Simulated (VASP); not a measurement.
# Ag4HO in VASP: further runs

Runs on Ag4HO. Level: PBEsol. Tasks: single point.

Everything below comes from runs of VASP 6.6.1. Logs are shortened: lines on timing, memory, paths and dates and some standing lists are left out, and cuts for length are marked.

## 1. The cell of the first run

The cell holds a slab with vacuum, 6 atoms: a = 2.867 Å, b = 2.867 Å, c = 25.962 Å, α = 90.00°, β = 90.00°, γ = 90.00°.

## 2. Single point, PBEsol

File INCAR:

```
SYSTEM = Ag4HO
  ALGO = Normal
  DIPOL = 0.5 0.5 0.506
  EDIFF = 1E-7
  ENCUT = 520
  GGA = PS
  IDIPOL = 3
  ISIF = 2
  ISMEAR = 0
  LASPH = .True.
  LCHARG = .False.
  LDIPOL = .True.
  LREAL = .False.
  LWAVE = .False.
  NBANDS = 34
  NELM = 80
  PREC = Accurate
  SIGMA = 0.1
```

File KPOINTS:

```
k-points
0
Gamma
  10 10 1
  0 0 0
```

File POSCAR:

```
Ag4HO
1.0
    2.8669036820      0.0000000000      0.0000000000
    0.0000000000      2.8669036820      0.0000000000
    0.0000000000      0.0000000000     25.9616211037
Ag O H
4 1 1
Direct
    0.5000000000      0.5000000000      0.3274063652
    0.0000000000      0.0000000000      0.4054911284
    0.5003671480      0.5000208247      0.4834486196
    0.0007036846     -0.0005264516      0.5606285378
    0.5007846692      0.0079311981      0.6233624291
    0.5009184365     -0.3123594986      0.6375839987
```

Potentials or basis: VASP PAW PBE potentials, release 64 (Ag, O, H).

The run is started by

```
cat potpaw_PBE.64/Ag/POTCAR potpaw_PBE.64/O/POTCAR potpaw_PBE.64/H/POTCAR > POTCAR
mpirun -np 1 vasp_std > vasp.out
```

OUTCAR:

```text
SYSTEM = Ag4HO
   EDIFF = 1E-7
   ENCUT = 520
   GGA = PS
   ISIF = 2
   ISMEAR = 0
   LASPH = .True.
   LREAL = .False.
   NELM = 80
   PREC = Accurate

 ion  position               nearest neighbor table
   1  0.500  0.500  0.327-   2 2.87   2 2.87   2 2.87   2 2.87
   2  0.000  0.000  0.405-   3 2.86   3 2.86   3 2.87   3 2.87   1 2.87   1 2.87   1 2.87   1 2.87

   3  0.500  0.500  0.483-   4 2.85   4 2.85   4 2.85   4 2.85   2 2.86   2 2.86   2 2.87   2 2.87

   4  0.001  0.999  0.561-   5 2.17   5 2.17   3 2.85   3 2.85   3 2.85   3 2.85
   5  0.501  0.008  0.623-   6 0.99   4 2.17   4 2.17
   6  0.501  0.688  0.638-   5 0.99

  LATTYP: Found a simple tetragonal cell.
 ALAT       =     2.8669036820
 C/A-ratio  =     9.0556307373

  Lattice vectors:

 A1 = (   2.8669036820,   0.0000000000,   0.0000000000)
 A2 = (   0.0000000000,   2.8669036820,   0.0000000000)
 A3 = (   0.0000000000,   0.0000000000,  25.9616211037)

Analysis of symmetry for initial positions (statically):
=====================================================================
 Subroutine PRICEL returns:
 Original cell was already a primitive cell.

 Routine SETGRP: Setting up the symmetry group for a
 simple tetragonal supercell.

 Subroutine GETGRP returns: Found  1 space group operations
 (whereof  1 operations were pure point group operations)
 out of a pool of 16 trial point group operations.

The static configuration has the point symmetry C_1 .

Analysis of symmetry for dynamics (positions and initial velocities):
=====================================================================
 Subroutine PRICEL returns:
 Original cell was already a primitive cell.

 Routine SETGRP: Setting up the symmetry group for a
 simple tetragonal supercell.

 Subroutine GETGRP returns: Found  1 space group operations
 (whereof  1 operations were pure point group operations)
 out of a pool of 16 trial point group operations.

The dynamic configuration has the point symmetry C_1 .

 Subroutine INISYM returns: Found  1 space group operations
 (whereof  1 operations are pure point group operations),
 and found     1 'primitive' translations

----------------------------------------------------------------------------------------

                                     Primitive cell

  volume of cell :     213.3821

  direct lattice vectors                    reciprocal lattice vectors
     2.866903682  0.000000000  0.000000000     0.348808370  0.000000000  0.000000000
     0.000000000  2.866903682  0.000000000     0.000000000  0.348808370  0.000000000
     0.000000000  0.000000000 25.961621104     0.000000000  0.000000000  0.038518396

  length of vectors
     2.866903682  2.866903682 25.961621104     0.348808370  0.348808370  0.038518396

  position of ions in fractional coordinates (direct lattice)
     0.500000000  0.500000000  0.327406365
     0.000000000  0.000000000  0.405491128
     0.500367148  0.500020825  0.483448620
     0.000703685  0.999473548  0.560628538
     0.500784669  0.007931198  0.623362429
     0.500918437  0.687640501  0.637583999

  ion indices of the primitive-cell ions
   primitive index   ion index
                 1           1
                 2           2
                 3           3
                 4           4
                 5           5
                 6           6

----------------------------------------------------------------------------------------

 KPOINTS: k-points

Automatic generation of k-mesh.
 Grid dimensions read from file:
 generate k-points for:   10   10    1

 Generating k-lattice:

  Cartesian coordinates                     Fractional coordinates (reciprocal lattice)
     0.034880837  0.000000000  0.000000000     0.100000000  0.000000000  0.000000000
     0.000000000  0.034880837  0.000000000     0.000000000  0.100000000  0.000000000
     0.000000000  0.000000000  0.038518396     0.000000000  0.000000000  1.000000000

  Length of vectors
     0.034880837  0.034880837  0.038518396

  Shift w.r.t. Gamma in fractional coordinates (k-lattice)
     0.000000000  0.000000000  0.000000000

 Subroutine IBZKPT returns following result:
 ===========================================

 Found     52 irreducible k-points:

 Following reciprocal coordinates:
            Coordinates               Weight
  0.000000  0.000000  0.000000      1.000000
  0.100000  0.000000  0.000000      2.000000
  0.000000  0.100000  0.000000      2.000000
  0.200000  0.000000  0.000000      2.000000
  0.000000  0.200000  0.000000      2.000000
  0.300000  0.000000  0.000000      2.000000
[... 16 lines left out ...]
 -0.100000  0.400000  0.000000      2.000000
 -0.400000  0.100000  0.000000      2.000000
 [... further k-points ...]
   k-points           NKPTS =     52   k-points in BZ     NKDIM =     52   number of bands    NBANDS=     34
   number of dos      NEDOS =    301   number of ions     NIONS =      6
   total plane-waves  NPLWV = 112896
   dimension x,y,z NGX =    24 NGY =   24 NGZ =  196
   dimension x,y,z NGXF=    48 NGYF=   48 NGZF=  392
   ions per type =               4   1   1
   NGX,Y,Z   is equivalent  to a cutoff of  13.92, 13.92, 12.55 a.u.
   NGXF,Y,Z  is equivalent  to a cutoff of  27.83, 27.83, 25.10 a.u.
 SYSTEM =  Ag4HO
   PREC   = accura    normal or accurate (medium, high low for compatibility)
   ISTART =      0    job   : 0-new  1-cont  2-samecut
   ICHARG =      2    charge: 1-file 2-atom 10-const
   ISPIN  =      1    spin polarized calculation?
   LNONCOLLINEAR =      F non collinear calculations
   LSORBIT =      F    spin-orbit coupling
   LASPH  =      T    aspherical Exc in radial PAW
   ENCUT  =  520.0 eV  38.22 Ry    6.18 a.u.   5.33  5.33 48.27*2*pi/ulx,y,z
   NELM   =     80;   NELMIN=  2; NELMDL= -5     # of ELM steps
   EDIFF  = 0.1E-06   stopping-criterion for ELM
   LREAL  =      F    real-space projection
   EDIFFG = 0.1E-05   stopping-criterion for IOM
   NSW    =      0    number of steps for IOM
   IBRION =     -1    ionic relax: 0-MD 1-quasi-New 2-CG
   NFREE  =      0    steps in history (QN), initial steepest desc. (CG)
   ISIF   =      2    stress and relaxation
   ISYM   =      2    0-nonsym 1-usesym 2-fastsym
   POTIM  = 0.5000    time-step for ionic-motion
   TEBEG  =    0.0;   TEEND  =   0.0 temperature during run
   PSTRESS=    0.0 pullay stress
   NELECT =      51.0000    total number of electrons
   NUPDOWN=      -1.0000    fix difference up-down
   EMIN   =  10.00;   EMAX   =-10.00  energy-range for DOS
   EFERMI =   0.00;   METHOD = LEGACY
   ISMEAR =     0;   SIGMA  =   0.10  broadening in eV -4-tet -1-fermi 0-gaus
   EFERMI_NEDOS =   21; number of points for ismear=-14 and -15
   IALGO  =     38    algorithm
   IMIX   =      4    mixing-type and parameters
     AMIX     =   0.40;   BMIX     =  1.00
     AMIX_MAG =   1.60;   BMIX_MAG =  1.00
  volume/ion in A,a.u.               =      35.56       240.00
  Fermi-wavevector in a.u.,A,eV,Ry     =   1.015965  1.919896 14.043737  1.032186
  Thomas-Fermi vector in A             =   2.149282
   LORBIT       =      0    0 simple, 1 ext, 2 COOP (PROOUT), +10 PAW based schemes
   GGA     = PS    functional components
   LHFCALC =     F    Hartree Fock is set to
   AEXX    =    0.0000 exact exchange contribution
   IVDW    =     0    specifies the selected vdW correction
   LEPSILON=     F    determine dielectric tensor
   LRPA    =     F    only Hartree local field effects (RPA)
 non-spin polarized calculation
 Gauss-broadening in eV      SIGMA  =   0.10
  energy-cutoff  :      520.00
  volume of cell :      213.38
 maximum number of plane-waves:      5791
 NGX is ok and might be reduce to    24
   NGX = 11   NGY = 11   NGZ = 97

 dipolmoment           0.000000      0.000000     -0.207630 electrons x Angstroem

 number of electron      50.9999987 magnetization

 dipolmoment           0.000000      0.000000      0.081874 electrons x Angstroem

 Free energy of the ion-electron system (eV)
  ---------------------------------------------------
  ext. energy  EPLUGINS =         0.00000000
  ---------------------------------------------------
  free energy    TOTEN  =       -22.31575698 eV

  energy without entropy =      -22.30278857  energy(sigma->0) =      -22.30927278

 E-fermi :  -0.7982     XC(G=0):  -5.0925

 val. band max:       -0.7999792613   @ k =   0.0000   0.2000   0.0000
 cond. band min:      -0.7378479451   @ k =   0.0000   0.3000   0.0000
 fundamental gap:      0.0621313162
 Fermi energy:        -0.7982115491

 k-point     1 :       0.0000    0.0000    0.0000
  band No.  band energies     occupation
      1     -19.5459      2.00000
      2      -8.1540      2.00000
      3      -7.1823      2.00000
      4      -7.0284      2.00000
      5      -6.8744      2.00000
      6      -6.5678      2.00000
[... 26 lines left out ...]
     33       6.1576      0.00000
     34       7.3594      0.00000

 k-point     2 :       0.1000    0.0000    0.0000
  band No.  band energies     occupation
      1     -19.5133      2.00000
      2      -7.9577      2.00000
      3      -7.0540      2.00000
      4      -6.8926      2.00000
      5      -6.7686      2.00000
      6      -6.4368      2.00000
[... 26 lines left out ...]
     33       6.3088      0.00000
     34       7.5267      0.00000

 k-point     3 :       0.0000    0.1000    0.0000
  band No.  band energies     occupation
      1     -19.4952      2.00000
      2      -7.9652      2.00000
      3      -7.1208      2.00000
      4      -6.9560      2.00000
      5      -6.7618      2.00000
      6      -6.4993      2.00000
[... 26 lines left out ...]
     33       6.3094      0.00000
     34       7.5251      0.00000
[... 704 lines left out ...]
 k-point    23 :      -0.1000    0.4000    0.0000
  band No.  band energies     occupation
      1     -18.9963      2.00000
      2      -7.8317      2.00000
      3      -6.7603      2.00000
      4      -6.7205      2.00000
      5      -6.1584      2.00000
      6      -6.0195      2.00000
[... 26 lines left out ...]
     33       7.3217      0.00000
     34       7.6321      0.00000

 k-point    24 :      -0.4000    0.1000    0.0000
  band No.  band energies     occupation
      1     -19.1794      2.00000
      2      -6.8740      2.00000
      3      -6.7586      2.00000
      4      -6.5235      2.00000
      5      -6.1014      2.00000
      6      -6.0299      2.00000
[... 26 lines left out ...]
     33       7.2365      0.00000
     34       7.5405      0.00000

 [... further k-points ...]

------------------------ aborting loop because EDIFF is reached ----------------------------------------

 vacuum level on the upper side and lower side of the slab       (xc-potential included)         0.870        -0.891

  FORCE on cell =-STRESS in cart. coord.  units (eV):
  Direction    XX          YY          ZZ          XY          YZ          ZX
  --------------------------------------------------------------------------------------
  -------------------------------------------------------------------------------------
  Total        0.4154420     -1.3672276     -0.3955852      0.0002690     -0.0574148     -0.0075740
  in kB        3.1193417    -10.2658143     -2.9702471      0.0020198     -0.4310983     -0.0568690
  external PRESSURE =      -3.3722399 kB  Pullay stress =       0.0000000 kB

 VOLUME and BASIS-vectors are now :
 -----------------------------------------------------------------------------
  energy-cutoff  :      520.00
  volume of cell :      213.38
      direct lattice vectors                 reciprocal lattice vectors
     2.866903682  0.000000000  0.000000000     0.348808370  0.000000000  0.000000000
     0.000000000  2.866903682  0.000000000     0.000000000  0.348808370  0.000000000
     0.000000000  0.000000000 25.961621104     0.000000000  0.000000000  0.038518396

 POSITION                                       TOTAL-FORCE (eV/Angst)
 -----------------------------------------------------------------------------------
      1.43345      1.43345      8.50000        -0.000011      0.000094      0.153960
      0.00000      0.00000     10.52721         0.001296      0.000176     -0.145170
      1.43450      1.43351     12.55111         0.000344      0.000237     -0.002327
      0.00202      2.86539     14.55483        -0.000724      0.006304     -0.006959
      1.43570      0.02274     16.18350        -0.000347      0.111635     -0.053762
      1.43608      1.97140     16.55271        -0.000559     -0.118446      0.054258
 -----------------------------------------------------------------------------------
    total drift:                                0.000102     -0.000009      0.000385

  FREE ENERGIE OF THE ION-ELECTRON SYSTEM (eV)
  ---------------------------------------------------
  free  energy   TOTEN  =       -22.3157569833 eV

  energy  without entropy=      -22.3027885726  energy(sigma->0) =      -22.30927278

 vacuum level on the upper side and lower side of the slab         5.464         3.664
```

Wall time 20 min (1 thread of Intel Xeon 8259CL, shared host); peak memory 0.53 GiB.

Results:

```
Free energy            : -22.3158 eV
Largest force          : 0.154 eV/Å
Band gap on the k mesh : zero (an odd number of electrons rules out a gap without spin polarisation)
```

Forces in eV/Å, atoms in the order of the input:
```
Ag   0.000  0.000  0.154
Ag   0.001  0.000 -0.145
Ag   0.000  0.000 -0.002
Ag  -0.001  0.006 -0.007
O    0.000  0.112 -0.054
H   -0.001 -0.118  0.054
```

Caveat: the PAW data sets were made with another functional, which shifts forces and pressure a little; an odd number of electrons without spin polarisation forces a metal; a magnetic or distorted state may lie lower.

## 3. Single point, PBEsol

File INCAR:

```
  PREC = Accurate
  ENCUT = 520
  EDIFF = 1E-7
  ISMEAR = 0
  SIGMA = 0.1
  LREAL = False
  LASPH = True
  NELM = 80
  ALGO = Normal
  ISIF = 2
  LWAVE = False
  LCHARG = True
  LDIPOL = True
  IDIPOL = 3
  DIPOL = 0.5 0.5 0.506
  GGA = PS
  LELF = True
  LVHAR = True
  LVACPOTAV = True
  NBANDS = 34
```

File KPOINTS:

```
Automatic mesh
0
Gamma
  10 10 1
```

File POSCAR:

```
Ag4HO
1.0
    2.8669036820      0.0000000000      0.0000000000
    0.0000000000      2.8669036820      0.0000000000
    0.0000000000      0.0000000000     25.9616211037
Ag O H
4 1 1
Direct
    0.5000000000      0.5000000000      0.3274063652
    0.0000000000      0.0000000000      0.4054911284
    0.5004203090      0.4994583089      0.4834302543
    0.0019983325     -0.0009531143      0.5605725227
    0.0016296942      0.4989892921      0.6233561203
   -0.3191387865      0.4984781134      0.6374765869
```

Potentials or basis: VASP PAW PBE potentials, release 64 (Ag, O, H).

The run is started by

```
cat potpaw_PBE.64/Ag/POTCAR potpaw_PBE.64/O/POTCAR potpaw_PBE.64/H/POTCAR > POTCAR
mpirun -np 1 vasp_std > vasp.out
```

It took 21 min on 1 thread of Intel Xeon 8259CL, shared host; peak memory 0.54 GiB.

It converged, with:

| Property | Result |
| --- | --- |
| Free energy | -22.3158 eV |
| Largest force | 0.154 eV/Å |
| Band gap on the k mesh | zero (an odd number of electrons rules out a gap without spin polarisation) |

Forces in eV/Å, atoms in the order of the input:
```
Ag   0.000  0.000  0.154
Ag   0.002 -0.002 -0.147
Ag   0.002  0.000 -0.004
Ag  -0.007  0.001  0.012
O    0.111 -0.001 -0.055
H   -0.108  0.002  0.040
```

Levels at points of the mesh, in eV from the Fermi level:
```tsv
k point	band 23	band 24	band 25	band 26	band 27	band 28	band 29	band 30
(0.00, 0.00, 0.00)	-2.75	-2.67	-2.04	-1.30	-0.07	0.83	4.13	4.55
(0.50, 0.00, 0.00)	-1.45	-0.34	-0.26	0.13	0.21	1.07	3.10	5.08
(0.00, 0.50, 0.00)	-2.13	-1.47	-0.34	-0.26	0.21	2.59	3.23	4.89
(0.50, 0.50, 0.00)	-1.26	-0.94	2.53	2.91	4.57	5.40	7.00	7.11
```

Caveat: the PAW data sets were made with another functional, which shifts forces and pressure a little; an odd number of electrons without spin polarisation forces a metal; a magnetic or distorted state may lie lower.

## 4. Single point, PBEsol

File INCAR:

```
PREC = Accurate ; ENCUT = 520
EDIFF = 1E-7 ; ISMEAR = 0
SIGMA = 0.1 ; LREAL = F
LASPH = T ; NELM = 100
ALGO = Normal ; ISIF = 2
LWAVE = F ; LCHARG = T
LDIPOL = T ; IDIPOL = 3
DIPOL = 0.5 0.5 0.506 ; GGA = PS
LELF = T ; LVHAR = T
LVACPOTAV = T ; NBANDS = 34
```

KPOINTS is that of step 3.

File POSCAR:

```
Ag4HO
1.0
    2.8669036820      0.0000000000      0.0000000000
    0.0000000000      2.8669036820      0.0000000000
    0.0000000000      0.0000000000     25.9616211037
Ag O H
4 1 1
Direct
    0.5000000000      0.5000000000      0.3274063652
    0.0000000000      0.0000000000      0.4054911284
    0.4997380881      0.4996240934      0.4834402491
   -0.0009569733     -0.0005655431      0.5606323588
    0.0071087137      0.4994431039      0.6233697623
   -0.3132994075      0.4992513568      0.6375442387
```

The run is started by

```
cat potpaw_PBE.64/Ag/POTCAR potpaw_PBE.64/O/POTCAR potpaw_PBE.64/H/POTCAR > POTCAR
mpirun -np 1 vasp_std > vasp.out
```

Wall time 23 min (1 thread of Intel Xeon 8259CL, shared host); peak memory 0.53 GiB.

Results (log left out):

```yaml
Free_energy: -22.3157 eV
Largest_force: 0.154 eV/Å
Band_gap_on_the_k_mesh: zero (an odd number of electrons rules out a gap without spin polarisation)
```

Forces in eV/Å, atoms in the order of the input:
```
Ag   0.000  0.000  0.154
Ag  -0.001 -0.001 -0.146
Ag   0.001  0.000  0.000
Ag   0.007  0.001 -0.008
O    0.117 -0.001 -0.059
H   -0.124  0.001  0.060
```

Levels at points of the mesh, in eV from the Fermi level:
| k point | band 23 | band 24 | band 25 | band 26 | band 27 | band 28 | band 29 | band 30 |
| --- | --- | --- | --- | --- | --- | --- | --- | --- |
| (0.00, 0.00, 0.00) | -2.75 | -2.67 | -2.05 | -1.31 | -0.08 | 0.83 | 4.13 | 4.55 |
| (0.50, 0.00, 0.00) | -1.45 | -0.33 | -0.26 | 0.13 | 0.21 | 1.06 | 3.10 | 5.08 |
| (0.00, 0.50, 0.00) | -2.13 | -1.47 | -0.33 | -0.26 | 0.21 | 2.59 | 3.23 | 4.89 |
| (0.50, 0.50, 0.00) | -1.26 | -0.94 | 2.53 | 2.91 | 4.57 | 5.40 | 7.00 | 7.11 |

Caveat: the PAW data sets were made with another functional, which shifts forces and pressure a little; an odd number of electrons without spin polarisation forces a metal; a magnetic or distorted state may lie lower.

## 5. Overview

```tsv
cell	gap on the mesh (eV)	largest force (eV/Å)
as given, atomic positions A	none	0.15
as given, atomic positions B	none	0.15
as given, atomic positions C	none	0.15
```

Alike in all rows: task single point; level PBEsol; potentials or basis VASP PAW PBE potentials, release 64 (Ag, O, H); no spin polarisation; k mesh 10 × 10 × 1; cutoff (eV) 520; smearing gaussian 0.1 eV.

Caveats: the PAW data sets were made with another functional, which shifts forces and pressure a little; an odd number of electrons without spin polarisation forces a metal; a magnetic or distorted state may lie lower.

Absolute energies hang on the potentials; compare differences alone.

The gap in the log of VASP goes by the Fermi energy; the results here count the filled bands.